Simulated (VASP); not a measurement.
# ZrSi2 (P6/mmm) in VASP: further runs

ZrSi2 is run at these levels: PBE; tasks: single point, relaxation of cell and atoms.

Everything below comes from runs of VASP 6.6.1. Logs are shortened: lines on timing, memory, paths and dates and some standing lists are left out, and cuts for length are marked.

### Step 1. The cell of the first run

The structure is hexagonal, space group P6/mmm (No. 191). Conventional cell: a = 3.732 Å, b = 3.732 Å, c = 4.029 Å, α = 90.00°, β = 90.00°, γ = 120.00°. Within 4.1 Å of Zr (site symmetry 6/mmm) lie 12 Si at 2.95 Å and 8 Zr at 3.73 to 4.03 Å. Si (site symmetry -6m2) has 3 Si at 2.15 Å and 6 Zr at 2.95 Å within 3.0 Å.

### Step 2. Single point, PBE

Contents of INCAR:

```
SYSTEM = ZrSi2
PREC     = Accurate       ! precision mode
ENCUT    = 520            ! plane-wave cutoff, eV
EDIFF    = 1E-6           ! SCF threshold, eV
ISMEAR   = 0              ! smearing method
SIGMA    = 0.1            ! smearing width, eV
LREAL    = .False.        ! projectors in reciprocal space
LASPH    = .True.         ! aspherical terms in the spheres
NELM     = 80             ! most SCF steps
ALGO     = Normal         ! electronic algorithm
ISIF     = 2              ! what is computed and relaxed
LWAVE    = .False.        ! write WAVECAR
LCHARG   = .False.        ! write CHGCAR
GGA      = PE             ! functional
NBANDS   = 17             ! bands
```

Contents of KPOINTS:

```
regular mesh
0
Gamma
  6 6 4
  0 0 0
```

Contents of POSCAR:

```
ZrSi2
1.0
    3.7316759159      0.0000000000      0.0000000000
   -1.8658379580      3.2317261419      0.0000000000
    0.0000000000      0.0000000000      4.0292181817
Zr Si
1 2
Direct
    0.0000000000      0.0000000000      0.0000000000
    0.3333333333      0.6666666667      0.5000000000
    0.6666666667      0.3333333333      0.5000000000
```

Potentials or basis: VASP PAW PBE potentials, release 64 (Zr_sv, Si).

Command:

```console
$ cat potpaw_PBE.64/Zr_sv/POTCAR potpaw_PBE.64/Si/POTCAR > POTCAR
$ mpirun -np 1 vasp_std > vasp.out
```

OUTCAR:

```text
SYSTEM = ZrSi2
   PREC = Accurate
   ENCUT = 520
   EDIFF = 1E-6
   ISMEAR = 0
   LREAL = .False.
   LASPH = .True.
   NELM = 80
   ISIF = 2
   GGA = PE

 ion  position               nearest neighbor table
   1  0.000  0.000  0.000-   2 2.95   3 2.95   2 2.95   3 2.95   3 2.95   3 2.95   2 2.95   2 2.95
                             3 2.95   3 2.95   2 2.95   2 2.95
   2  0.333  0.667  0.500-   3 2.15   3 2.15   3 2.15   1 2.95   1 2.95   1 2.95   1 2.95   1 2.95
                             1 2.95
   3  0.667  0.333  0.500-   2 2.15   2 2.15   2 2.15   1 2.95   1 2.95   1 2.95   1 2.95   1 2.95
                             1 2.95

  LATTYP: Found a hexagonal cell.
 ALAT       =     3.7316759159
 C/A-ratio  =     1.0797342193

  Lattice vectors:

 A1 = (   3.7316759159,   0.0000000000,   0.0000000000)
 A2 = (  -1.8658379580,   3.2317261419,   0.0000000000)
 A3 = (   0.0000000000,   0.0000000000,   4.0292181817)

Analysis of symmetry for initial positions (statically):
=====================================================================
 Subroutine PRICEL returns:
 Original cell was already a primitive cell.

 Routine SETGRP: Setting up the symmetry group for a
 hexagonal supercell.

 Subroutine GETGRP returns: Found 24 space group operations
 (whereof 24 operations were pure point group operations)
 out of a pool of 24 trial point group operations.

The static configuration has the point symmetry D_6h.

Analysis of symmetry for dynamics (positions and initial velocities):
=====================================================================
 Subroutine PRICEL returns:
 Original cell was already a primitive cell.

 Routine SETGRP: Setting up the symmetry group for a
 hexagonal supercell.

 Subroutine GETGRP returns: Found 24 space group operations
 (whereof 24 operations were pure point group operations)
 out of a pool of 24 trial point group operations.

The dynamic configuration has the point symmetry D_6h.

 Subroutine INISYM returns: Found 24 space group operations
 (whereof 24 operations are pure point group operations),
 and found     1 'primitive' translations

----------------------------------------------------------------------------------------

                                     Primitive cell

  volume of cell :      48.5914

  direct lattice vectors                    reciprocal lattice vectors
     3.731675916  0.000000000  0.000000000     0.267976111  0.154716080  0.000000000
    -1.865837958  3.231726142  0.000000000     0.000000000  0.309432160  0.000000000
     0.000000000  0.000000000  4.029218182     0.000000000  0.000000000  0.248187106

  length of vectors
     3.731675916  3.731675916  4.029218182     0.309432160  0.309432160  0.248187106

  position of ions in fractional coordinates (direct lattice)
     0.000000000  0.000000000  0.000000000
     0.333333333  0.666666667  0.500000000
     0.666666667  0.333333333  0.500000000

  ion indices of the primitive-cell ions
   primitive index   ion index
                 1           1
                 2           2
                 3           3

----------------------------------------------------------------------------------------

 KPOINTS: regular mesh

Automatic generation of k-mesh.
 Grid dimensions read from file:
 generate k-points for:    6    6    4

 Generating k-lattice:

  Cartesian coordinates                     Fractional coordinates (reciprocal lattice)
     0.044662685  0.025786013  0.000000000     0.166666667  0.000000000  0.000000000
     0.000000000  0.051572027  0.000000000     0.000000000  0.166666667  0.000000000
     0.000000000  0.000000000  0.062046777     0.000000000  0.000000000  0.250000000

  Length of vectors
     0.051572027  0.051572027  0.062046777

  Shift w.r.t. Gamma in fractional coordinates (k-lattice)
     0.000000000  0.000000000  0.000000000

 Subroutine IBZKPT returns following result:
 ===========================================

 Found     21 irreducible k-points:

 Following reciprocal coordinates:
            Coordinates               Weight
  0.000000  0.000000  0.000000      1.000000
  0.166667  0.000000  0.000000      6.000000
  0.333333  0.000000  0.000000      6.000000
  0.500000 -0.000000  0.000000      3.000000
  0.166667  0.166667  0.000000      6.000000
  0.333333  0.166667  0.000000     12.000000
[... 13 lines left out ...]
  0.333333  0.166667  0.500000     12.000000
  0.333333  0.333333  0.500000      2.000000
   k-points           NKPTS =     21   k-points in BZ     NKDIM =     21   number of bands    NBANDS=     17
   number of dos      NEDOS =    301   number of ions     NIONS =      3
   total plane-waves  NPLWV =  23520
   dimension x,y,z NGX =    28 NGY =   28 NGZ =   30
   dimension x,y,z NGXF=    56 NGYF=   56 NGZF=   60
   ions per type =               1   2
   NGX,Y,Z   is equivalent  to a cutoff of  12.47, 12.47, 12.38 a.u.
   NGXF,Y,Z  is equivalent  to a cutoff of  24.95, 24.95, 24.76 a.u.
 SYSTEM =  ZrSi2
   PREC   = accura    normal or accurate (medium, high low for compatibility)
   ISTART =      0    job   : 0-new  1-cont  2-samecut
   ICHARG =      2    charge: 1-file 2-atom 10-const
   ISPIN  =      1    spin polarized calculation?
   LNONCOLLINEAR =      F non collinear calculations
   LSORBIT =      F    spin-orbit coupling
   LASPH  =      T    aspherical Exc in radial PAW
   ENCUT  =  520.0 eV  38.22 Ry    6.18 a.u.   6.94  6.94  7.49*2*pi/ulx,y,z
   NELM   =     80;   NELMIN=  2; NELMDL= -5     # of ELM steps
   EDIFF  = 0.1E-05   stopping-criterion for ELM
   LREAL  =      F    real-space projection
   EDIFFG = 0.1E-04   stopping-criterion for IOM
   NSW    =      0    number of steps for IOM
   IBRION =     -1    ionic relax: 0-MD 1-quasi-New 2-CG
   NFREE  =      0    steps in history (QN), initial steepest desc. (CG)
   ISIF   =      2    stress and relaxation
   ISYM   =      2    0-nonsym 1-usesym 2-fastsym
   POTIM  = 0.5000    time-step for ionic-motion
   TEBEG  =    0.0;   TEEND  =   0.0 temperature during run
   PSTRESS=    0.0 pullay stress
   NELECT =      20.0000    total number of electrons
   NUPDOWN=      -1.0000    fix difference up-down
   EMIN   =  10.00;   EMAX   =-10.00  energy-range for DOS
   EFERMI =   0.00;   METHOD = LEGACY
   ISMEAR =     0;   SIGMA  =   0.10  broadening in eV -4-tet -1-fermi 0-gaus
   EFERMI_NEDOS =   21; number of points for ismear=-14 and -15
   IALGO  =     38    algorithm
   IMIX   =      4    mixing-type and parameters
     AMIX     =   0.40;   BMIX     =  1.00
     AMIX_MAG =   1.60;   BMIX_MAG =  1.00
  volume/ion in A,a.u.               =      16.20       109.30
  Fermi-wavevector in a.u.,A,eV,Ry     =   1.217769  2.301251 20.176929  1.482962
  Thomas-Fermi vector in A             =   2.353079
   LORBIT       =      0    0 simple, 1 ext, 2 COOP (PROOUT), +10 PAW based schemes
   GGA     = PE    functional components
   LHFCALC =     F    Hartree Fock is set to
   AEXX    =    0.0000 exact exchange contribution
   IVDW    =     0    specifies the selected vdW correction
   LEPSILON=     F    determine dielectric tensor
   LRPA    =     F    only Hartree local field effects (RPA)
 non-spin polarized calculation
 Gauss-broadening in eV      SIGMA  =   0.10
  energy-cutoff  :      520.00
  volume of cell :       48.59
 maximum number of plane-waves:      1326
 NGX is ok and might be reduce to    28
   NGX = 13   NGY = 13   NGZ = 15

 number of electron      20.0000001 magnetization

 Free energy of the ion-electron system (eV)
  ---------------------------------------------------
  ext. energy  EPLUGINS =         0.00000000
  ---------------------------------------------------
  free energy    TOTEN  =       -19.57751310 eV

  energy without entropy =      -19.56854724  energy(sigma->0) =      -19.57303017

 E-fermi :  10.8976     XC(G=0): -11.3488

 val. band max:       10.8505421933   @ k =   0.5000  -0.0000   0.0000
 cond. band min:      10.8990029734   @ k =   0.3333   0.3333   0.0000
 fundamental gap:      0.0484607801
 Fermi energy:        10.8975621473

 k-point     1 :       0.0000    0.0000    0.0000
  band No.  band energies     occupation
      1     -38.6341      2.00000
      2     -16.7157      2.00000
      3     -16.6010      2.00000
      4     -16.6010      2.00000
      5      -2.7275      2.00000
      6       7.1296      2.00000
[... 9 lines left out ...]
     16      13.0490      0.00000
     17      14.5847      0.00000

 k-point     2 :       0.1667    0.0000    0.0000
  band No.  band energies     occupation
      1     -38.6306      2.00000
      2     -16.7076      2.00000
      3     -16.6516      2.00000
      4     -16.6126      2.00000
      5      -2.3276      2.00000
      6       5.5012      2.00000
[... 9 lines left out ...]
     16      14.2964      0.00000
     17      15.5205      0.00000

 k-point     3 :       0.3333    0.0000    0.0000
  band No.  band energies     occupation
      1     -38.6234      2.00000
      2     -16.7507      2.00000
      3     -16.6914      2.00000
      4     -16.6356      2.00000
      5      -1.1891      2.00000
      6       3.0105      2.00000
[... 9 lines left out ...]
     16      15.9358      0.00000
     17      16.8342      0.00000

 k-point     4 :       0.5000   -0.0000    0.0000
  band No.  band energies     occupation
      1     -38.6198      2.00000
      2     -16.7993      2.00000
      3     -16.6832      2.00000
      4     -16.6471      2.00000
      5       0.1892      2.00000
      6       1.1486      2.00000
[... 9 lines left out ...]
     16      17.3053      0.00000
     17      19.2301      0.00000
[... 283 lines left out ...]
      1     -38.6223      2.00000
      2     -16.7767      2.00000
      3     -16.7036      2.00000
      4     -16.6315      2.00000
      5      -1.0133      2.00000
      6       4.1987      2.00000
[... 9 lines left out ...]
     16      16.0203      0.00000
     17      16.1497      0.00000

 k-point    20 :       0.3333    0.1667    0.5000
  band No.  band energies     occupation
      1     -38.6171      2.00000
      2     -16.7582      2.00000
      3     -16.7571      2.00000
      4     -16.6636      2.00000
      5      -0.0952      2.00000
      6       2.3112      2.00000
[... 9 lines left out ...]
     16      15.0203      0.00000
     17      17.0079      0.00000

 k-point    21 :       0.3333    0.3333    0.5000
  band No.  band energies     occupation
      1     -38.6153      2.00000
      2     -16.7507      2.00000
      3     -16.7255      2.00000
      4     -16.7255      2.00000
      5       1.0146      2.00000
      6       1.0146      2.00000
[... 9 lines left out ...]
     16      15.0965      0.00000
     17      16.6174      0.00000

------------------------ aborting loop because EDIFF is reached ----------------------------------------

  FORCE on cell =-STRESS in cart. coord.  units (eV):
  Direction    XX          YY          ZZ          XY          YZ          ZX
  --------------------------------------------------------------------------------------
  -------------------------------------------------------------------------------------
  Total        6.6951775      6.6951775     -3.4901666     -0.0000000      0.0000000     -0.0000000
  in kB      220.7564608    220.7564608   -115.0793713     -0.0000000      0.0000000     -0.0000000
  external PRESSURE =     108.8111834 kB  Pullay stress =       0.0000000 kB

 VOLUME and BASIS-vectors are now :
 -----------------------------------------------------------------------------
  energy-cutoff  :      520.00
  volume of cell :       48.59
      direct lattice vectors                 reciprocal lattice vectors
     3.731675916  0.000000000  0.000000000     0.267976111  0.154716080  0.000000000
    -1.865837958  3.231726142  0.000000000     0.000000000  0.309432160  0.000000000
     0.000000000  0.000000000  4.029218182     0.000000000  0.000000000  0.248187106

 POSITION                                       TOTAL-FORCE (eV/Angst)
 -----------------------------------------------------------------------------------
      0.00000      0.00000      0.00000         0.000000      0.000000      0.000000
     -0.00000      2.15448      2.01461        -0.000000      0.000000      0.000000
      1.86584      1.07724      2.01461         0.000000     -0.000000      0.000000
 -----------------------------------------------------------------------------------
    total drift:                               -0.000000      0.000000      0.000000

  FREE ENERGIE OF THE ION-ELECTRON SYSTEM (eV)
  ---------------------------------------------------
  free  energy   TOTEN  =       -19.5775130989 eV

  energy  without entropy=      -19.5685472380  energy(sigma->0) =      -19.57303017
```

Run time: 28 s. Hardware: 1 thread of Intel Xeon Platinum 8259CL at 2.50GHz (Skylake/Cascade Lake), shared host; peak memory 0.16 GiB.

What came out:

- Free energy: -19.5775 eV
- Pressure: 10.9 GPa
- Band gap on the k mesh: zero (bands 10 and 11 overlap by 2.03 eV)

Stress tensor (GPa, compression positive):
```
 22.08   0.00   0.00
  0.00  22.08   0.00
  0.00   0.00 -11.51
```

Caveat: the k points lie up to 0.39 Å⁻¹ apart, too coarse for converged energies and pressures of a metal.

### Step 3. Single point, PBE

This run uses another cell than the first one, of 16.76 Å³/atom.

Contents of INCAR:

```
SYSTEM = ZrSi2
PREC = Accurate ; ENCUT = 520
EDIFF = 1E-6 ; ISMEAR = 0
SIGMA = 0.1 ; LREAL = .False.
LASPH = .True. ; NELM = 100
ALGO = Normal ; ISIF = 2
LWAVE = .False. ; LCHARG = .True.
GGA = PE ; LELF = .True.
LVHAR = .True. ; NBANDS = 17
```

Contents of KPOINTS:

```
Automatic mesh
0
Gamma
  6 6 4
  0 0 0
```

Contents of POSCAR:

```
ZrSi2
1.0
    4.0130081687      0.0000000000      0.0000000000
   -2.0065040844      3.4753670197      0.0000000000
    0.0000000000      0.0000000000      3.6049137042
Zr Si
1 2
Direct
    0.0000000000      0.0000000000      0.0000000000
    0.3333333333      0.6666666667      0.5000000000
    0.6666666667      0.3333333333      0.5000000000
```

Potentials or basis: VASP PAW PBE potentials, release 64 (Zr_sv, Si).

Command:

```console
$ cat potpaw_PBE.64/Zr_sv/POTCAR potpaw_PBE.64/Si/POTCAR > POTCAR
$ mpirun -np 1 vasp_std > vasp.out
```

OUTCAR:

```text
SYSTEM = ZrSi2
   PREC = Accurate
   ENCUT = 520
   EDIFF = 1E-6
   ISMEAR = 0
   LREAL = .False.
   LASPH = .True.
   NELM = 100
   ISIF = 2
   GGA = PE

 ion  position               nearest neighbor table
   1  0.000  0.000  0.000-   2 2.94   3 2.94   2 2.94   3 2.94   3 2.94   3 2.94   2 2.94   2 2.94
                             3 2.94   3 2.94   2 2.94   2 2.94
   2  0.333  0.667  0.500-   3 2.32   3 2.32   3 2.32   1 2.94   1 2.94   1 2.94   1 2.94   1 2.94
                             1 2.94
   3  0.667  0.333  0.500-   2 2.32   2 2.32   2 2.32   1 2.94   1 2.94   1 2.94   1 2.94   1 2.94
                             1 2.94

  LATTYP: Found a hexagonal cell.
[... 613 lines left out ...]
  --------------------------------------------------------------------------------------
  -------------------------------------------------------------------------------------
  Total       -0.0005670     -0.0005670      0.0051070      0.0000000     -0.0000000     -0.0000000
  in kB       -0.0180683     -0.0180683      0.1627478      0.0000000     -0.0000000     -0.0000000
  external PRESSURE =       0.0422037 kB  Pullay stress =       0.0000000 kB

 VOLUME and BASIS-vectors are now :
 -----------------------------------------------------------------------------
  energy-cutoff  :      520.00
  volume of cell :       50.28
      direct lattice vectors                 reciprocal lattice vectors
     4.013008169  0.000000000  0.000000000     0.249189625  0.143869697  0.000000000
    -2.006504084  3.475367020  0.000000000     0.000000000  0.287739394  0.000000000
     0.000000000  0.000000000  3.604913704     0.000000000  0.000000000  0.277399151

 POSITION                                       TOTAL-FORCE (eV/Angst)
 -----------------------------------------------------------------------------------
      0.00000      0.00000      0.00000        -0.000000      0.000000      0.000000
     -0.00000      2.31691      1.80246        -0.000000      0.000000      0.000000
      2.00650      1.15846      1.80246         0.000000     -0.000000      0.000000
 -----------------------------------------------------------------------------------
    total drift:                                0.000000     -0.000000      0.000000

  FREE ENERGIE OF THE ION-ELECTRON SYSTEM (eV)
  ---------------------------------------------------
  free  energy   TOTEN  =       -20.2423065918 eV

  energy  without entropy=      -20.2319496715  energy(sigma->0) =      -20.23712813
```

OSZICAR:

```text
N       E                     dE             d eps       ncg     rms          rms(c)
DAV:   1     0.109691088040E+03    0.10969E+03   -0.10109E+04   714   0.112E+03
DAV:   2    -0.168896181287E+02   -0.12658E+03   -0.12339E+03   944   0.260E+02
DAV:   3    -0.217589900387E+02   -0.48694E+01   -0.48400E+01  1111   0.425E+01
DAV:   4    -0.218488899425E+02   -0.89900E-01   -0.89829E-01   928   0.563E+00
DAV:   5    -0.218530397081E+02   -0.41498E-02   -0.41493E-02  1095   0.841E-01    0.140E+01
DAV:   6    -0.202631403148E+02    0.15899E+01   -0.49945E+00   778   0.119E+01    0.541E+00
DAV:   7    -0.202526890103E+02    0.10451E-01   -0.27787E-01   994   0.292E+00    0.251E+00
DAV:   8    -0.202431274827E+02    0.95615E-02   -0.33083E-02   852   0.106E+00    0.326E-01
DAV:   9    -0.202424458520E+02    0.68163E-03   -0.79951E-03   889   0.456E-01    0.177E-01
DAV:  10    -0.202423139960E+02    0.13186E-03   -0.15591E-03   801   0.252E-01    0.451E-02
DAV:  11    -0.202423083753E+02    0.56208E-05   -0.81400E-05   907   0.634E-02    0.169E-02
DAV:  12    -0.202423081366E+02    0.23861E-06   -0.12760E-05   951   0.218E-02    0.615E-03
DAV:  13    -0.202423065911E+02    0.15455E-05   -0.73201E-06   799   0.144E-02    0.262E-03
DAV:  14    -0.202423065918E+02   -0.67575E-09   -0.22800E-07   413   0.346E-03
   1 F= -.20242307E+02 E0= -.20237128E+02  d E =-.103569E-01
```

Run time: 32 s. Hardware: 1 thread of Intel Xeon Platinum 8259CL at 2.50GHz (Skylake/Cascade Lake), shared host; peak memory 0.16 GiB.

What came out:

```
Free energy            : -20.2423 eV
Pressure               : 0.0 GPa
Band gap on the k mesh : zero (bands 10 and 11 overlap by 1.49 eV)
```

Levels at points of the mesh, in eV from the Fermi level:
| k point | band 8 | band 9 | band 10 | band 11 | band 12 | band 13 |
| --- | --- | --- | --- | --- | --- | --- |
| (0.00, 0.00, 0.00) | -2.37 | -1.72 | -1.49 | 0.63 | 0.63 | 1.17 |
| (0.50, 0.00, 0.00) | -3.61 | -2.51 | 0.49 | 1.08 | 1.49 | 1.51 |
| (0.00, 0.00, 0.50) | -2.68 | -2.39 | -2.39 | -0.82 | -0.82 | 0.32 |
| (0.50, 0.00, 0.50) | -4.34 | -4.07 | -0.42 | 1.73 | 2.18 | 3.10 |

Caveat: the k points lie up to 0.44 Å⁻¹ apart, too coarse for converged energies and pressures of a metal.

(Part 1 of 2 ends here.)
